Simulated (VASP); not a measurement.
# ZnS (F-43m) in VASP: single point with PBE

Aim: the single point of ZnS with PBE.

Program: VASP 6.6.1. These are calculated values, not measurements. Logs are shortened: lines on timing, memory, paths and dates and some standing lists are left out, and cuts for length are marked.

## 1. The cell of the first run

Symmetry: F-43m, No. 216, cubic system. The conventional cell has a = 5.442 Å, b = 5.442 Å, c = 5.442 Å, α = 90.00°, β = 90.00°, γ = 90.00°. Zn (site symmetry -43m) has 4 S at 2.36 Å within 3.1 Å. S (site symmetry -43m) has 4 Zn at 2.36 Å within 3.1 Å.

## 2. Single point, PBE

Input file INCAR:

```
PREC     = Accurate       # precision mode
ENCUT    = 520            # plane-wave cutoff, eV
EDIFF    = 1E-6           # SCF threshold, eV
ISMEAR   = 0              # smearing method
SIGMA    = 0.01           # smearing width, eV
LREAL    = Auto         
LASPH    = True           # aspherical terms in the spheres
NELM     = 80             # most SCF steps
ALGO     = Normal         # electronic algorithm
ISIF     = 2              # what is computed and relaxed
LWAVE    = False          # write WAVECAR
LCHARG   = True           # write CHGCAR
GGA      = PE             # functional
LELF     = True           # ELF
LVHAR    = True         
NBANDS   = 86             # bands
```

Input file KPOINTS:

```
Automatic mesh
0
Gamma
  2 2 2
```

Input file POSCAR:

```
ZnS
1.0
    0.0000000000      5.4423087610     -5.4423087610
    5.4423087610      5.4423087610      0.0000000000
    5.4423087610      0.0000000000     -5.4423087610
Zn S
8 8
Direct
    0.0000000000      0.5000000000      0.0000000000
    0.0000000000      0.0000000000      0.0000000000
    0.5000000000      0.5000000000      0.0000000000
    0.5000000000      0.0000000000      0.0000000000
    0.0000000000      0.5000000000      0.5000000000
    0.0000000000      0.0000000000      0.5000000000
    0.5000000000      0.5000000000      0.5000000000
    0.5000000000      0.0000000000      0.5000000000
    0.1250000000      0.1250000000      0.1250000000
    0.1250000000      0.6250000000      0.1250000000
    0.6250000000      0.1250000000      0.1250000000
    0.6250000000      0.6250000000      0.1250000000
    0.1250000000      0.1250000000      0.6250000000
    0.1250000000      0.6250000000      0.6250000000
    0.6250000000      0.1250000000      0.6250000000
    0.6250000000      0.6250000000      0.6250000000
```

Potentials or basis: VASP PAW PBE potentials, release 64 (Zn, S).

On the command line:

```
cat potpaw_PBE.64/Zn/POTCAR potpaw_PBE.64/S/POTCAR > POTCAR
mpirun -np 1 vasp_std > vasp.out
```

OUTCAR:

```text
PREC = Accurate
   ENCUT = 520
   EDIFF = 1E-6
   ISMEAR = 0
   LREAL = Auto
   LASPH = True
   NELM = 80
   ISIF = 2
   GGA = PE

 ion  position               nearest neighbor table
   1  0.000  0.500  0.000-   9 2.36  10 2.36  12 2.36  14 2.36
   2  0.000  0.000  0.000-   9 2.36  10 2.36  11 2.36  13 2.36
   3  0.500  0.500  0.000-  10 2.36  11 2.36  12 2.36  16 2.36
   4  0.500  0.000  0.000-   9 2.36  11 2.36  12 2.36  15 2.36
   5  0.000  0.500  0.500-  10 2.36  13 2.36  14 2.36  16 2.36
   6  0.000  0.000  0.500-   9 2.36  13 2.36  14 2.36  15 2.36
[... 8 lines left out ...]
  15  0.625  0.125  0.625-   4 2.36   6 2.36   7 2.36   8 2.36
  16  0.625  0.625  0.625-   3 2.36   5 2.36   7 2.36   8 2.36

  LATTYP: Found a face centered cubic cell.
 ALAT       =    10.8846175220

  Lattice vectors:

 A1 = (   0.0000000000,   5.4423087610,  -5.4423087610)
 A2 = (   5.4423087610,   5.4423087610,   0.0000000000)
 A3 = (   5.4423087610,   0.0000000000,  -5.4423087610)

Analysis of symmetry for initial positions (statically):
=====================================================================
 Subroutine PRICEL returns following result:

  LATTYP: Found a face centered cubic cell.
 ALAT       =     5.4423087610

  Lattice vectors:

 A1 = (   0.0000000000,   2.7211543805,  -2.7211543805)
 A2 = (   2.7211543805,   2.7211543805,   0.0000000000)
 A3 = (   2.7211543805,   0.0000000000,  -2.7211543805)

   8 primitive cells build up your supercell.

 Routine SETGRP: Setting up the symmetry group for a
 face centered cubic supercell.

 Subroutine GETGRP returns: Found 24 space group operations
 (whereof 24 operations were pure point group operations)
 out of a pool of 48 trial point group operations.

The static configuration has the point symmetry T_d .

Analysis of symmetry for dynamics (positions and initial velocities):
=====================================================================
 Subroutine PRICEL returns following result:

  LATTYP: Found a face centered cubic cell.
 ALAT       =     5.4423087610

  Lattice vectors:

 A1 = (   0.0000000000,   2.7211543805,  -2.7211543805)
 A2 = (   2.7211543805,   2.7211543805,   0.0000000000)
 A3 = (   2.7211543805,   0.0000000000,  -2.7211543805)

   8 primitive cells build up your supercell.

 Routine SETGRP: Setting up the symmetry group for a
 face centered cubic supercell.

 Subroutine GETGRP returns: Found 24 space group operations
 (whereof 24 operations were pure point group operations)
 out of a pool of 48 trial point group operations.

The dynamic configuration has the point symmetry T_d .

 Subroutine INISYM returns: Found 24 space group operations
 (whereof 24 operations are pure point group operations),
 and found     8 'primitive' translations

----------------------------------------------------------------------------------------

                                     Primitive cell

  volume of cell :      40.2986

  direct lattice vectors                    reciprocal lattice vectors
     0.000000000  2.721154381 -2.721154381    -0.183745547  0.183745547 -0.183745547
     2.721154381  2.721154381  0.000000000     0.183745547  0.183745547  0.183745547
     2.721154381  0.000000000 -2.721154381     0.183745547 -0.183745547 -0.183745547

  length of vectors
     3.848293430  3.848293430  3.848293430     0.318256623  0.318256623  0.318256623

  position of ions in fractional coordinates (direct lattice)
     0.000000000  1.000000000  0.000000000
     0.250000000  0.250000000  0.250000000

  ion indices of the primitive-cell ions
   primitive index   ion index
                 1           1
                 2          10

----------------------------------------------------------------------------------------

 KPOINTS: Automatic mesh

Automatic generation of k-mesh.
 Grid dimensions read from file:
 generate k-points for:    2    2    2

 Generating k-lattice:

  Cartesian coordinates                     Fractional coordinates (reciprocal lattice)
    -0.045936387  0.045936387 -0.045936387     0.500000000  0.000000000  0.000000000
     0.045936387  0.045936387  0.045936387     0.000000000  0.500000000  0.000000000
     0.045936387 -0.045936387 -0.045936387     0.000000000  0.000000000  0.500000000

  Length of vectors
     0.079564156  0.079564156  0.079564156

  Shift w.r.t. Gamma in fractional coordinates (k-lattice)
     0.000000000  0.000000000  0.000000000

 Subroutine IBZKPT returns following result:
 ===========================================

 Found      3 irreducible k-points:

 Following reciprocal coordinates:
            Coordinates               Weight
  0.000000  0.000000  0.000000      1.000000
  0.500000  0.000000  0.000000      4.000000
  0.500000  0.500000  0.000000      3.000000
   k-points           NKPTS =      3   k-points in BZ     NKDIM =      3   number of bands    NBANDS=     86
   number of dos      NEDOS =    301   number of ions     NIONS =     16
   total plane-waves  NPLWV = 216000
   dimension x,y,z NGX =    60 NGY =   60 NGZ =   60
   dimension x,y,z NGXF=   120 NGYF=  120 NGZF=  120
   ions per type =               8   8
   NGX,Y,Z   is equivalent  to a cutoff of  12.96, 12.96, 12.96 a.u.
   NGXF,Y,Z  is equivalent  to a cutoff of  25.92, 25.92, 25.92 a.u.
 SYSTEM =  unknown system
   PREC   = accura    normal or accurate (medium, high low for compatibility)
   ISTART =      0    job   : 0-new  1-cont  2-samecut
   ICHARG =      2    charge: 1-file 2-atom 10-const
   ISPIN  =      1    spin polarized calculation?
   LNONCOLLINEAR =      F non collinear calculations
   LSORBIT =      F    spin-orbit coupling
   LASPH  =      T    aspherical Exc in radial PAW
   ENCUT  =  520.0 eV  38.22 Ry    6.18 a.u.  14.31 14.31 14.31*2*pi/ulx,y,z
   NELM   =     80;   NELMIN=  2; NELMDL= -5     # of ELM steps
   EDIFF  = 0.1E-05   stopping-criterion for ELM
   LREAL  =      T    real-space projection
   EDIFFG = 0.1E-04   stopping-criterion for IOM
   NSW    =      0    number of steps for IOM
   IBRION =     -1    ionic relax: 0-MD 1-quasi-New 2-CG
   NFREE  =      0    steps in history (QN), initial steepest desc. (CG)
   ISIF   =      2    stress and relaxation
   ISYM   =      2    0-nonsym 1-usesym 2-fastsym
   POTIM  = 0.5000    time-step for ionic-motion
   TEBEG  =    0.0;   TEEND  =   0.0 temperature during run
   PSTRESS=    0.0 pullay stress
   NELECT =     144.0000    total number of electrons
   NUPDOWN=      -1.0000    fix difference up-down
   EMIN   =  10.00;   EMAX   =-10.00  energy-range for DOS
   EFERMI =   0.00;   METHOD = LEGACY
   ISMEAR =     0;   SIGMA  =   0.01  broadening in eV -4-tet -1-fermi 0-gaus
   EFERMI_NEDOS =   21; number of points for ismear=-14 and -15
   IALGO  =     38    algorithm
   IMIX   =      4    mixing-type and parameters
     AMIX     =   0.40;   BMIX     =  1.00
     AMIX_MAG =   1.60;   BMIX_MAG =  1.00
  volume/ion in A,a.u.               =      20.15       135.97
  Fermi-wavevector in a.u.,A,eV,Ry     =   1.251418  2.364838 21.307372  1.566048
  Thomas-Fermi vector in A             =   2.385367
   LORBIT       =      0    0 simple, 1 ext, 2 COOP (PROOUT), +10 PAW based schemes
   GGA     = PE    functional components
   LHFCALC =     F    Hartree Fock is set to
   AEXX    =    0.0000 exact exchange contribution
   IVDW    =     0    specifies the selected vdW correction
   LEPSILON=     F    determine dielectric tensor
   LRPA    =     F    only Hartree local field effects (RPA)
 non-spin polarized calculation
 Gauss-broadening in eV      SIGMA  =   0.01
  energy-cutoff  :      520.00
  volume of cell :      322.39
 maximum number of plane-waves:      8694
 NGX is ok and might be reduce to    60
   NGX = 29   NGY = 29   NGZ = 29

 number of electron     144.0000068 magnetization

 Free energy of the ion-electron system (eV)
  ---------------------------------------------------
  ext. energy  EPLUGINS =         0.00000000
  ---------------------------------------------------
  free energy    TOTEN  =       -54.46363062 eV

  energy without entropy =      -54.46363062  energy(sigma->0) =      -54.46363062

 E-fermi :   2.0228     XC(G=0):  -9.5200

 val. band max:        1.9366328214   @ k =   0.0000   0.0000   0.0000
 cond. band min:       3.9489587699   @ k =   0.0000   0.0000   0.0000
 fundamental gap:      2.0123259485
 Fermi energy:         2.0227722842

 k-point     1 :       0.0000    0.0000    0.0000
  band No.  band energies     occupation
      1     -11.0572      2.00000
      2     -10.1656      2.00000
      3     -10.1656      2.00000
      4     -10.1656      2.00000
      5     -10.1656      2.00000
      6      -9.8660      2.00000
[... 76 lines left out ...]
     83       5.9973      0.00000
     84       8.3295      0.00000

 k-point     2 :       0.5000    0.0000    0.0000
  band No.  band energies     occupation
      1     -10.6505      2.00000
      2     -10.6505      2.00000
      3     -10.0270      2.00000
      4     -10.0270      2.00000
      5     -10.0270      2.00000
      6     -10.0270      2.00000
[... 76 lines left out ...]
     83       7.8657      0.00000
     84       7.8657      0.00000

 k-point     3 :       0.5000    0.5000    0.0000
  band No.  band energies     occupation
      1     -10.5144      2.00000
      2     -10.5144      2.00000
      3     -10.1903      2.00000
      4     -10.1903      2.00000
      5     -10.1903      2.00000
      6     -10.1903      2.00000
[... 76 lines left out ...]
     83       7.8700      0.00000
     84       7.8700      0.00000
 [bands above 84 left out]

------------------------ aborting loop because EDIFF is reached ----------------------------------------

  FORCE on cell =-STRESS in cart. coord.  units (eV):
  Direction    XX          YY          ZZ          XY          YZ          ZX
  --------------------------------------------------------------------------------------
  -------------------------------------------------------------------------------------
  Total        0.9430994      0.9430994      0.9430994     -0.0000000     -0.0000000      0.0000000
  in kB        4.6869305      4.6869305      4.6869305     -0.0000000     -0.0000000      0.0000000
  external PRESSURE =       4.6869305 kB  Pullay stress =       0.0000000 kB

 VOLUME and BASIS-vectors are now :
 -----------------------------------------------------------------------------
  energy-cutoff  :      520.00
  volume of cell :      322.39
      direct lattice vectors                 reciprocal lattice vectors
     0.000000000  5.442308761 -5.442308761    -0.091872773  0.091872773 -0.091872773
     5.442308761  5.442308761  0.000000000     0.091872773  0.091872773  0.091872773
     5.442308761  0.000000000 -5.442308761     0.091872773 -0.091872773 -0.091872773

 POSITION                                       TOTAL-FORCE (eV/Angst)
 -----------------------------------------------------------------------------------
      2.72115      2.72115      0.00000         0.000000     -0.000000     -0.000000
      0.00000      0.00000      0.00000        -0.000000     -0.000000     -0.000000
      2.72115      5.44231     -2.72115         0.000000      0.000000      0.000000
      0.00000      2.72115     -2.72115        -0.000000     -0.000000      0.000000
      5.44231      2.72115     -2.72115         0.000000      0.000000      0.000000
      2.72115      0.00000     -2.72115         0.000000      0.000000      0.000000
[... 8 lines left out ...]
      4.08173      4.08173     -6.80289        -0.000000     -0.000000      0.000000
      6.80289      6.80289     -6.80289         0.000000      0.000000     -0.000000
 -----------------------------------------------------------------------------------
    total drift:                               -0.000001     -0.000002      0.000001

  FREE ENERGIE OF THE ION-ELECTRON SYSTEM (eV)
  ---------------------------------------------------
  free  energy   TOTEN  =       -54.4636306227 eV

  energy  without entropy=      -54.4636306227  energy(sigma->0) =      -54.46363062
```

It took 4 min on 1 thread of Intel Xeon 8259CL, shared host; peak memory 0.48 GiB.

What came out:

* Free energy: -54.4636 eV
* Pressure: 0.5 GPa
* Band gap on the k mesh: 2.01 eV

Caveat: the k points lie up to 0.50 Å⁻¹ apart.
